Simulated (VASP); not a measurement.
# HfN (Fm-3m) in VASP: single point with PBEsol

Aim: the single point of HfN with PBEsol.

Everything below comes from runs of VASP 6.6.1. Logs are shortened: lines on timing, memory, paths and dates and some standing lists are left out, and cuts for length are marked.

**1. The cell of the first run**

Symmetry: Fm-3m, No. 225, cubic system. Conventional cell: a = 4.518 Å, b = 4.518 Å, c = 4.518 Å, α = 90.00°, β = 90.00°, γ = 90.00°. Within 3.0 Å of Hf (site symmetry m-3m) lie 6 N at 2.26 Å. Within 3.0 Å of N (site symmetry m-3m) lie 6 Hf at 2.26 Å.

**2. Single point, PBEsol**

Input file INCAR:

```
PREC = Accurate ; ENCUT = 520
EDIFF = 1E-7 ; ISMEAR = 0
SIGMA = 0.05 ; LREAL = F
LASPH = T ; NELM = 100
ALGO = Normal ; ISIF = 2
LWAVE = F ; LCHARG = F
GGA = PS ; NBANDS = 14
```

Input file KPOINTS:

```
Automatic mesh
0
Gamma
  14 14 14
```

Input file POSCAR:

```
HfN
1.0
    0.0000000000      2.2590026142      2.2590026142
    2.2590026142      0.0000000000      2.2590026142
    2.2590026142      2.2590026142      0.0000000000
Hf N
1 1
Direct
    0.5000000000      0.5000000000      0.5000000000
    0.0000000000      0.0000000000      0.0000000000
```

Potentials or basis: VASP PAW PBE potentials, release 64 (Hf_pv, N).

Started as:

```console
cat potpaw_PBE.64/Hf_pv/POTCAR potpaw_PBE.64/N/POTCAR > POTCAR
mpirun -np 1 vasp_std > vasp.out
```

OUTCAR:

```text
PREC = Accurate
   ENCUT = 520
   EDIFF = 1E-7
   ISMEAR = 0
   LREAL = F
   LASPH = T
   NELM = 100
   ISIF = 2
   GGA = PS

 ion  position               nearest neighbor table
   1  0.500  0.500  0.500-   2 2.26   2 2.26   2 2.26   2 2.26   2 2.26   2 2.26
   2  0.000  0.000  0.000-   1 2.26   1 2.26   1 2.26   1 2.26   1 2.26   1 2.26

  LATTYP: Found a face centered cubic cell.
 ALAT       =     4.5180052284

  Lattice vectors:

 A1 = (   0.0000000000,   2.2590026142,   2.2590026142)
 A2 = (   2.2590026142,   0.0000000000,   2.2590026142)
 A3 = (   2.2590026142,   2.2590026142,   0.0000000000)

Analysis of symmetry for initial positions (statically):
[... 33 lines left out ...]
                                     Primitive cell

  volume of cell :      23.0558

  direct lattice vectors                    reciprocal lattice vectors
     0.000000000  2.259002614  2.259002614    -0.221336619  0.221336619  0.221336619
     2.259002614  0.000000000  2.259002614     0.221336619 -0.221336619  0.221336619
     2.259002614  2.259002614  0.000000000     0.221336619  0.221336619 -0.221336619

  length of vectors
     3.194712134  3.194712134  3.194712134     0.383366269  0.383366269  0.383366269

  position of ions in fractional coordinates (direct lattice)
[... 8 lines left out ...]
----------------------------------------------------------------------------------------

 KPOINTS: Automatic mesh

Automatic generation of k-mesh.
 Grid dimensions read from file:
 generate k-points for:   14   14   14

 Generating k-lattice:

  Cartesian coordinates                     Fractional coordinates (reciprocal lattice)
    -0.015809758  0.015809758  0.015809758     0.071428571  0.000000000  0.000000000
     0.015809758 -0.015809758  0.015809758     0.000000000  0.071428571  0.000000000
     0.015809758  0.015809758 -0.015809758     0.000000000  0.000000000  0.071428571

  Length of vectors
     0.027383305  0.027383305  0.027383305

  Shift w.r.t. Gamma in fractional coordinates (k-lattice)
     0.000000000  0.000000000  0.000000000

 Subroutine IBZKPT returns following result:
 ===========================================

 Found    104 irreducible k-points:

 Following reciprocal coordinates:
            Coordinates               Weight
  0.000000  0.000000  0.000000      1.000000
  0.071429  0.000000  0.000000      8.000000
  0.142857  0.000000  0.000000      8.000000
  0.214286  0.000000  0.000000      8.000000
  0.285714  0.000000  0.000000      8.000000
  0.357143  0.000000  0.000000      8.000000
[... 16 lines left out ...]
  0.214286  0.142857  0.000000     24.000000
  0.285714  0.142857  0.000000     24.000000
 [... further k-points ...]
   k-points           NKPTS =    104   k-points in BZ     NKDIM =    104   number of bands    NBANDS=     14
   number of dos      NEDOS =    301   number of ions     NIONS =      2
   total plane-waves  NPLWV =  13824
   dimension x,y,z NGX =    24 NGY =   24 NGZ =   24
   dimension x,y,z NGXF=    48 NGYF=   48 NGZF=   48
   ions per type =               1   1
   NGX,Y,Z   is equivalent  to a cutoff of  12.49, 12.49, 12.49 a.u.
   NGXF,Y,Z  is equivalent  to a cutoff of  24.98, 24.98, 24.98 a.u.
 SYSTEM =  unknown system
   PREC   = accura    normal or accurate (medium, high low for compatibility)
   ISTART =      0    job   : 0-new  1-cont  2-samecut
   ICHARG =      2    charge: 1-file 2-atom 10-const
   ISPIN  =      1    spin polarized calculation?
   LNONCOLLINEAR =      F non collinear calculations
   LSORBIT =      F    spin-orbit coupling
   LASPH  =      T    aspherical Exc in radial PAW
   ENCUT  =  520.0 eV  38.22 Ry    6.18 a.u.   5.94  5.94  5.94*2*pi/ulx,y,z
   NELM   =    100;   NELMIN=  2; NELMDL= -5     # of ELM steps
   EDIFF  = 0.1E-06   stopping-criterion for ELM
   LREAL  =      F    real-space projection
   EDIFFG = 0.1E-05   stopping-criterion for IOM
   NSW    =      0    number of steps for IOM
   IBRION =     -1    ionic relax: 0-MD 1-quasi-New 2-CG
   NFREE  =      0    steps in history (QN), initial steepest desc. (CG)
   ISIF   =      2    stress and relaxation
   ISYM   =      2    0-nonsym 1-usesym 2-fastsym
   POTIM  = 0.5000    time-step for ionic-motion
   TEBEG  =    0.0;   TEEND  =   0.0 temperature during run
   PSTRESS=    0.0 pullay stress
   NELECT =      15.0000    total number of electrons
   NUPDOWN=      -1.0000    fix difference up-down
   EMIN   =  10.00;   EMAX   =-10.00  energy-range for DOS
   EFERMI =   0.00;   METHOD = LEGACY
   ISMEAR =     0;   SIGMA  =   0.05  broadening in eV -4-tet -1-fermi 0-gaus
   EFERMI_NEDOS =   21; number of points for ismear=-14 and -15
   IALGO  =     38    algorithm
   IMIX   =      4    mixing-type and parameters
     AMIX     =   0.40;   BMIX     =  1.00
     AMIX_MAG =   1.60;   BMIX_MAG =  1.00
  volume/ion in A,a.u.               =      11.53        77.79
  Fermi-wavevector in a.u.,A,eV,Ry     =   1.418552  2.680674 27.378855  2.012289
  Thomas-Fermi vector in A             =   2.539665
   LORBIT       =      0    0 simple, 1 ext, 2 COOP (PROOUT), +10 PAW based schemes
   GGA     = PS    functional components
   LHFCALC =     F    Hartree Fock is set to
   AEXX    =    0.0000 exact exchange contribution
   IVDW    =     0    specifies the selected vdW correction
   LEPSILON=     F    determine dielectric tensor
   LRPA    =     F    only Hartree local field effects (RPA)
 non-spin polarized calculation
 Gauss-broadening in eV      SIGMA  =   0.05
  energy-cutoff  :      520.00
  volume of cell :       23.06
 maximum number of plane-waves:       636
   NGX = 11   NGY = 11   NGZ = 11

 number of electron      15.0000000 magnetization

 Free energy of the ion-electron system (eV)
  ---------------------------------------------------
  ext. energy  EPLUGINS =         0.00000000
  ---------------------------------------------------
  free energy    TOTEN  =       -22.98314239 eV

  energy without entropy =      -22.98204282  energy(sigma->0) =      -22.98259260

 E-fermi :   8.1886     XC(G=0): -12.8937

 val. band max:        8.1658371902   @ k =   0.5000   0.2143   0.0000
 cond. band min:       8.2024980445   @ k =   0.1429   0.0000   0.0000
 fundamental gap:      0.0366608543
 Fermi energy:         8.1886274447

 k-point     1 :       0.0000    0.0000    0.0000
  band No.  band energies     occupation
      1     -22.8631      2.00000
      2     -22.8631      2.00000
      3     -22.8631      2.00000
      4      -9.2382      2.00000
      5       5.2167      2.00000
      6       5.2167      2.00000
      7       5.2167      2.00000
      8       7.8271      2.00000
      9       7.8271      2.00000
     10       7.8271      2.00000
     11      10.0106      0.00000
     12      10.1419      0.00000
     13      10.1419      0.00000
     14      17.7366      0.00000

 k-point     2 :       0.0714    0.0000    0.0000
  band No.  band energies     occupation
      1     -22.9161      2.00000
      2     -22.8675      2.00000
      3     -22.8675      2.00000
      4      -9.1186      2.00000
      5       4.6918      2.00000
      6       4.9101      2.00000
      7       4.9101      2.00000
      8       7.9706      2.00000
      9       8.0029      2.00000
     10       8.0029      2.00000
     11      10.3895      0.00000
     12      10.5408      0.00000
     13      10.5408      0.00000
     14      18.1380      0.00000

 k-point     3 :       0.1429    0.0000    0.0000
  band No.  band energies     occupation
      1     -23.0615      2.00000
      2     -22.8798      2.00000
      3     -22.8798      2.00000
      4      -8.7794      2.00000
      5       3.5829      2.00000
      6       4.2417      2.00000
      7       4.2417      2.00000
      8       8.2025      0.69482
      9       8.4557      0.00000
     10       8.4557      0.00000
     11      11.3080      0.00000
     12      11.5422      0.00000
     13      11.5422      0.00000
     14      19.2261      0.00000

 k-point     4 :       0.2143    0.0000    0.0000
  band No.  band energies     occupation
      1     -23.2636      2.00000
      2     -22.8975      2.00000
      3     -22.8975      2.00000
      4      -8.2742      2.00000
      5       2.3551      2.00000
      6       3.5217      2.00000
      7       3.5217      2.00000
      8       8.5238      0.00000
      9       9.1228      0.00000
     10       9.1228      0.00000
     11      12.3773      0.00000
     12      12.8386      0.00000
     13      12.8386      0.00000
     14      20.4416      0.00000

 k-point     5 :       0.2857    0.0000    0.0000
  band No.  band energies     occupation
      1     -23.4781      2.00000
      2     -22.9170      2.00000
      3     -22.9170      2.00000
      4      -7.6796      2.00000
      5       1.1987      2.00000
      6       2.8935      2.00000
      7       2.8935      2.00000
      8       9.0429      0.00000
      9       9.9556      0.00000
     10       9.9556      0.00000
     11      13.2725      0.00000
     12      14.2195      0.00000
     13      14.2195      0.00000
     14      20.4292      0.00000

 k-point     6 :       0.3571    0.0000    0.0000
  band No.  band energies     occupation
      1     -23.6635      2.00000
      2     -22.9344      2.00000
      3     -22.9344      2.00000
      4      -7.0928      2.00000
      5       0.2245      2.00000
      6       2.4182      2.00000
      7       2.4182      2.00000
      8       9.8050      0.00000
      9      10.8502      0.00000
     10      10.8502      0.00000
     11      13.6276      0.00000
     12      15.5269      0.00000
     13      15.5269      0.00000
     14      20.3368      0.00000

 k-point     7 :       0.4286    0.0000    0.0000
  band No.  band energies     occupation
      1     -23.7879      2.00000
      2     -22.9465      2.00000
      3     -22.9465      2.00000
      4      -6.6386      2.00000
      5      -0.4541      2.00000
      6       2.1243      2.00000
      7       2.1243      2.00000
      8      10.7666      0.00000
      9      11.6019      0.00000
     10      11.6019      0.00000
     11      13.2113      0.00000
     12      16.5904      0.00000
     13      16.5904      0.00000
     14      20.1670      0.00000
[... 205 lines left out ...]
 k-point    20 :      -0.1429    0.0714    0.0000
  band No.  band energies     occupation
      1     -23.1415      2.00000
      2     -22.9248      2.00000
      3     -22.8738      2.00000
      4      -8.5451      2.00000
      5       2.9059      2.00000
      6       3.7049      2.00000
      7       4.2031      2.00000
      8       8.2800      0.00975
      9       8.4314      0.00000
     10       9.3232      0.00000
     11      10.8665      0.00000
     12      12.4039      0.00000
     13      12.7045      0.00000
     14      19.9661      0.00000

 k-point    21 :      -0.0714    0.0714    0.0000
  band No.  band energies     occupation
      1     -22.9880      2.00000
      2     -22.8949      2.00000
      3     -22.8657      2.00000
      4      -8.9293      2.00000
      5       3.9496      2.00000
      6       4.3830      2.00000
      7       4.7606      2.00000
      8       8.0499      1.99991
      9       8.0553      1.99984
     10       8.6040      0.00000
     11      10.2938      0.00000
     12      11.2996      0.00000
     13      11.4613      0.00000
     14      18.7652      0.00000

 k-point    22 :       0.1429    0.1429    0.0000
  band No.  band energies     occupation
      1     -23.0489      2.00000
      2     -22.9225      2.00000
      3     -22.9225      2.00000
      4      -8.6812      2.00000
      5       2.7855      2.00000
      6       4.6536      2.00000
      7       4.6536      2.00000
      8       6.8885      2.00000
      9       9.4031      0.00000
     10       9.4031      0.00000
     11      10.4803      0.00000
     12      10.5022      0.00000
     13      13.5408      0.00000
     14      19.6891      0.00000

 k-point    23 :       0.2143    0.1429    0.0000
  band No.  band energies     occupation
      1     -23.1772      2.00000
      2     -22.9506      2.00000
      3     -22.9407      2.00000
      4      -8.3728      2.00000
      5       2.0996      2.00000
      6       4.1827      2.00000
      7       4.3328      2.00000
      8       6.8045      2.00000
      9       9.9729      0.00000
     10      10.0192      0.00000
     11      11.0529      0.00000
     12      11.0865      0.00000
     13      14.6890      0.00000
     14      20.4509      0.00000

 k-point    24 :       0.2857    0.1429    0.0000
  band No.  band energies     occupation
      1     -23.3525      2.00000
      2     -22.9759      2.00000
      3     -22.9606      2.00000
      4      -7.9565      2.00000
      5       1.4559      2.00000
      6       3.4223      2.00000
      7       3.8052      2.00000
      8       7.1301      2.00000
      9      10.5935      0.00000
     10      10.7123      0.00000
     11      12.0515      0.00000
     12      12.1361      0.00000
     13      15.7056      0.00000
     14      20.4434      0.00000

 [... further k-points ...]
[... 5 lines left out ...]
  --------------------------------------------------------------------------------------
  -------------------------------------------------------------------------------------
  Total       -0.7454458     -0.7454458     -0.7454458      0.0000000      0.0000000     -0.0000000
  in kB      -51.8019924    -51.8019924    -51.8019924      0.0000000      0.0000000     -0.0000000
  external PRESSURE =     -51.8019924 kB  Pullay stress =       0.0000000 kB

 VOLUME and BASIS-vectors are now :
 -----------------------------------------------------------------------------
  energy-cutoff  :      520.00
  volume of cell :       23.06
      direct lattice vectors                 reciprocal lattice vectors
     0.000000000  2.259002614  2.259002614    -0.221336619  0.221336619  0.221336619
     2.259002614  0.000000000  2.259002614     0.221336619 -0.221336619  0.221336619
     2.259002614  2.259002614  0.000000000     0.221336619  0.221336619 -0.221336619

 POSITION                                       TOTAL-FORCE (eV/Angst)
 -----------------------------------------------------------------------------------
      2.25900      2.25900      2.25900        -0.000000     -0.000000     -0.000000
      0.00000      0.00000      0.00000         0.000000      0.000000      0.000000
 -----------------------------------------------------------------------------------
    total drift:                                0.000000     -0.000000     -0.000000

  FREE ENERGIE OF THE ION-ELECTRON SYSTEM (eV)
  ---------------------------------------------------
  free  energy   TOTEN  =       -22.9831423904 eV

  energy  without entropy=      -22.9820428170  energy(sigma->0) =      -22.98259260
```

Run time: 15 s. Hardware: 1 thread of Intel Xeon Platinum 8488C (Sapphire Rapids), shared host; peak memory 0.16 GiB.

Results:

```yaml
Free_energy: -22.9831 eV
Pressure: -5.2 GPa
```

Caveat: the PAW data sets were made with another functional, which shifts forces and pressure a little; spin-orbit coupling is left out, which moves the levels of the heavy elements.
